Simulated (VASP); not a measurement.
Wanted: the native input for a VASP 6.6.1 run.

```
Task                   : single point
Functional             : LDA
Potentials or basis    : VASP PAW LDA potentials, release 64 (In_d, Sb)
Cutoff                 : 520 eV
k mesh                 : 6 × 6 × 11
Occupations            : fermi-dirac, width 0.08 eV
Spin                   : no spin polarisation
Dipole correction      : no
Further INCAR settings : ALGO = Normal; EDIFF = 1e-07; NBANDS = 26
```

The structure of InSb lies in POSCAR:

```
InSb
1.0
    5.3034300000      0.0000000000      0.0000000000
    0.0000000000      5.6548800000      0.0000000000
    0.0000000000      0.0000000000      3.0630000000
In Sb
2 2
Direct
    0.0000000000      0.0000000000      0.0000000000
    0.5000000000      0.5000000000      0.0000000000
    0.5000000000      0.0000000000      0.8350000000
    0.0000000000      0.5000000000      0.1650000000
```

This cell differs from its parent crystal: equal xx and yy strain of -1 %.

The input as run:

INCAR

```
SYSTEM = InSb
PREC = Accurate
ENCUT = 520
EDIFF = 1E-7
ISMEAR = -1
SIGMA = 0.08
LREAL = .False.
LASPH = .True.
NELM = 80
ALGO = Normal
ISIF = 2
LWAVE = .False.
LCHARG = .False.
NBANDS = 26
```

KPOINTS

```
regular mesh
0
Gamma
  6 6 11
  0 0 0
```

Potentials or basis: VASP PAW LDA potentials, release 64 (In_d, Sb).

Run with:

```bash
$ cat potpaw_LDA.64/In_d/POTCAR potpaw_LDA.64/Sb/POTCAR > POTCAR
$ mpirun -np 1 vasp_std > vasp.out
```

Results of the run:

```
Pressure               : 14.4 GPa
Largest force          : 0.719 eV/Å
Band gap on the k mesh : zero (bands 18 and 19 overlap by 3.50 eV)
```

Caveat: the cell differs from its parent crystal (equal xx and yy strain of -1 %); the cell stands under pressure; spin-orbit coupling is left out, which moves the levels of the heavy elements.

Wall time 3.2 min on 1 thread of Intel Xeon 8259CL, with other jobs on the host, peak memory 0.31 GiB.
